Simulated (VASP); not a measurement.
# As (R-3m) in VASP: a series of runs, part 2 of 2

VASP 6.6.1.

## Step 4: Single point, PBE

File INCAR:

```
PREC = Accurate ; ENCUT = 520
EDIFF = 1E-6 ; ISMEAR = -1
SIGMA = 0.03 ; LREAL = F
LASPH = T ; NELM = 60
ALGO = Normal ; ISIF = 2
LWAVE = F ; LCHARG = T
GGA = PE ; LELF = T
LVHAR = T ; NBANDS = 12
```

File KPOINTS:

```
Automatic mesh
0
Gamma
  10 10 10
```

File POSCAR:

```
As
1.0
    1.9036109523      1.0990502958      3.6081612956
   -1.9036109523      1.0990502958      3.6081612956
    0.0000000000     -2.1981005915      3.6081612956
As
2
Direct
    0.7737100447      0.7737100447      0.7737100447
    0.2262899553      0.2262899553      0.2262899553
```

Started as:

```
$ cat potpaw_PBE.64/As/POTCAR > POTCAR
$ mpirun -np 1 vasp_std > vasp.out
```

It took 60 s on 1 thread of Intel Xeon 8259CL, shared host; peak memory 0.2 GiB.

It converged, with:

```
Free energy            : -9.3465 eV
Pressure               : 0.2 GPa
Largest force          : 0.051 eV/Å
Band gap on the k mesh : zero (bands 5 and 6 overlap by 0.40 eV)
```

Forces in eV/Å, atoms in the order of the input:
```
As   0.000  0.000 -0.051
As   0.000  0.000  0.051
```

Stress tensor (GPa, compression positive):
```
0.31 0.00 0.00
0.00 0.31 0.00
0.00 0.00 0.13
```

Levels at points of the mesh, in eV from the Fermi level:
```csv
k point,band 3,band 4,band 5,band 6,band 7,band 8
"(0.00, 0.00, 0.00)",-2.51,-1.94,-1.94,1.54,2.74,2.74
"(0.50, 0.00, 0.00)",-2.83,-2.77,-0.52,-0.36,0.33,1.39
"(0.50, 0.50, 0.00)",-5.76,-4.06,-3.93,1.54,5.06,6.57
"(0.50, 0.50, 0.50)",-1.70,-1.70,-0.70,0.82,0.82,1.65
```

## Step 5: Single point, PBE

File INCAR:

```
SYSTEM = As
  PREC = Accurate
  ENCUT = 520
  EDIFF = 1E-7
  ISMEAR = -1
  SIGMA = 0.2
  LREAL = .False.
  LASPH = .True.
  NELM = 60
  ALGO = Normal
  ISIF = 2
  LWAVE = .False.
  LCHARG = .False.
  GGA = PE
  NBANDS = 12
```

File KPOINTS:

```
regular mesh
0
Gamma
  10 10 10
  0 0 0
```

POSCAR is that of step 4.

Potentials or basis: VASP PAW PBE potentials, release 64 (As).

Started as:

```
$ cat potpaw_PBE.64/As/POTCAR > POTCAR
$ mpirun -np 1 vasp_std > vasp.out
```

OUTCAR:

```text
SYSTEM = As
   PREC = Accurate
   ENCUT = 520
   EDIFF = 1E-7
   ISMEAR = -1
   LREAL = .False.
   LASPH = .True.
   NELM = 60
   ISIF = 2
   GGA = PE

 ion  position               nearest neighbor table
   1  0.774  0.774  0.774-   2 2.55   2 2.55   2 2.55
   2  0.226  0.226  0.226-   1 2.55   1 2.55   1 2.55

  LATTYP: Found a trigonal (rhomboedric) cell.
 ALAT       =     4.2249821474
 COS(alpha) =     0.5939900948

  Lattice vectors:

 A1 = (   1.9036109523,   1.0990502958,   3.6081612956)
 A2 = (  -1.9036109523,   1.0990502958,   3.6081612956)
 A3 = (   0.0000000000,  -2.1981005915,   3.6081612956)

Analysis of symmetry for initial positions (statically):
=====================================================================
 Subroutine PRICEL returns:
 Original cell was already a primitive cell.

 Routine SETGRP: Setting up the symmetry group for a
 trigonal (rhombohedral) supercell.

 Subroutine GETGRP returns: Found 12 space group operations
 (whereof 12 operations were pure point group operations)
 out of a pool of 12 trial point group operations.

[... 173 lines left out ...]
      2      -1.1703      2.00000
      3       2.4814      1.99999
      4       3.0496      1.99987
      5       3.0496      1.99987
      6       6.5369      0.00084
      7       7.7352      0.00000
      8       7.7352      0.00000
      9      11.8796      0.00000
     10      11.8796      0.00000
     11      12.2436      0.00000
     12      13.6561      0.00000
[... 331 lines left out ...]
 k-point    24 :       0.4000    0.3000   -0.0000
  band No.  band energies     occupation
      1      -7.9081      2.00000
      2      -4.0666      2.00000
      3       0.0062      2.00000
      4       1.2111      2.00000
      5       1.9053      2.00000
      6       7.2242      0.00003
      7       9.0334      0.00000
      8       9.2292      0.00000
      9      10.5338      0.00000
     10      15.1966      0.00000
     11      15.3738      0.00000
     12      16.1497      0.00000

 [... further k-points ...]

------------------------ aborting loop because EDIFF is reached ----------------------------------------

  FORCE on cell =-STRESS in cart. coord.  units (eV):
  Direction    XX          YY          ZZ          XY          YZ          ZX
  --------------------------------------------------------------------------------------
  -------------------------------------------------------------------------------------
  Total        0.0536165      0.0536165      0.1011836      0.0000000      0.0000000      0.0000000
  in kB        1.8965998      1.8965998      3.5792143      0.0000000      0.0000000      0.0000000
  external PRESSURE =       2.4574713 kB  Pullay stress =       0.0000000 kB

 VOLUME and BASIS-vectors are now :
 -----------------------------------------------------------------------------
  energy-cutoff  :      520.00
  volume of cell :       45.29
      direct lattice vectors                 reciprocal lattice vectors
     1.903610952  1.099050296  3.608161296     0.262658712  0.151646078  0.092383158
    -1.903610952  1.099050296  3.608161296    -0.262658712  0.151646078  0.092383158
     0.000000000 -2.198100591  3.608161296     0.000000000 -0.303292156  0.092383158

 POSITION                                       TOTAL-FORCE (eV/Angst)
 -----------------------------------------------------------------------------------
      0.00000      0.00000      8.37501         0.000000     -0.000000     -0.066342
      0.00000      0.00000      2.44947         0.000000      0.000000      0.066342
 -----------------------------------------------------------------------------------
    total drift:                                0.000000     -0.000000      0.000000

  FREE ENERGIE OF THE ION-ELECTRON SYSTEM (eV)
  ---------------------------------------------------
  free  energy   TOTEN  =        -9.3641918662 eV

  energy  without entropy=       -9.3169910871  energy(sigma->0) =       -9.34059148
```

Wall time 64 s (1 thread of Intel Xeon 8259CL, shared host); peak memory 0.2 GiB.

What came out:

```
Free energy            : -9.3642 eV
Pressure               : 0.2 GPa
Largest force          : 0.066 eV/Å
Band gap on the k mesh : zero (bands 5 and 6 overlap by 0.40 eV)
```

Forces in eV/Å, atoms in the order of the input:
```
As   0.000  0.000 -0.066
As   0.000  0.000  0.066
```

## Step 6: The runs side by side

```csv
smearing,gap on the mesh (eV),pressure (GPa),largest force (eV/Å)
fermi-dirac 0.1 eV,none,0.3,0.05
fermi-dirac 0.01 eV,none,0.2,0.05
fermi-dirac 0.03 eV,none,0.2,0.05
fermi-dirac 0.2 eV,none,0.2,0.07
```

Alike in all rows: task single point; level PBE; potentials or basis VASP PAW PBE potentials, release 64 (As); no spin polarisation; cell as given; k mesh 10 × 10 × 10; cutoff (eV) 520.

Absolute energies hang on the potentials; compare differences alone.
